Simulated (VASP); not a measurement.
## Ca: relaxation of cell and atoms with PBE

Ca:

```
Ca
1.0
     0.00000    3.79177    3.79177
     3.79177    0.00000    3.79177
     3.79177    3.79177    0.00000
Ca
2
Cartesian
  -0.9479 -0.9479 -0.9479
  0.9479 0.9479 0.9479
```

This isn't the form of Ca at room conditions, which is fcc.

```
Program                : VASP 6.6.1
Task                   : relaxation of cell and atoms
Functional             : PBE
Potentials or basis    : VASP PAW PBE potentials, release 64 (Ca_sv)
Cutoff                 : 600 eV
k mesh                 : 9 × 9 × 9
Occupations            : fermi-dirac, width 0.08 eV
Spin                   : no spin polarisation
Target pressure        : 2.2 GPa
Dipole correction      : no
Further INCAR settings : ALGO = Normal; EDIFF = 1e-06; IBRION = 2; EDIFFG = -0.005; NSW = 32; ISIF = 3
```

```json
{
  "Pressure after relaxing": "2.2 GPa",
  "Band gap on the k mesh": "zero (bands 10 and 11 overlap by 1.16 eV)"
}
```

Final structure:
```cif
data_structure
_symmetry_space_group_name_H-M 'P 1'
_symmetry_Int_Tables_number 1
_cell_length_a 5.3624
_cell_length_b 5.3624
_cell_length_c 5.3624
_cell_angle_alpha 60.000
_cell_angle_beta 60.000
_cell_angle_gamma 60.000
_cell_volume 109.03
loop_
_atom_site_label
_atom_site_type_symbol
_atom_site_fract_x
_atom_site_fract_y
_atom_site_fract_z
_atom_site_occupancy
Ca1 Ca 0.87500 0.87500 0.87500 1
Ca2 Ca 0.12500 0.12500 0.12500 1
```

Levels at points of the mesh, in eV from the Fermi level:
```csv
k point,band 7,band 8,band 9,band 10,band 11,band 12,band 13,band 14
"(0.00, 0.00, 0.00)",-23.59,-23.59,-3.43,0.80,0.80,0.80,0.82,0.82
```

Wall time 57 s on 1 thread of Intel(R) Xeon(R) Platinum 8488C (Sapphire Rapids) (shared host), peak memory 0.32 GiB.

Caveat: the relaxation stopped at its first step, so nothing moved; the cell is relaxed towards a set pressure, so the run minimises the enthalpy, not the energy.
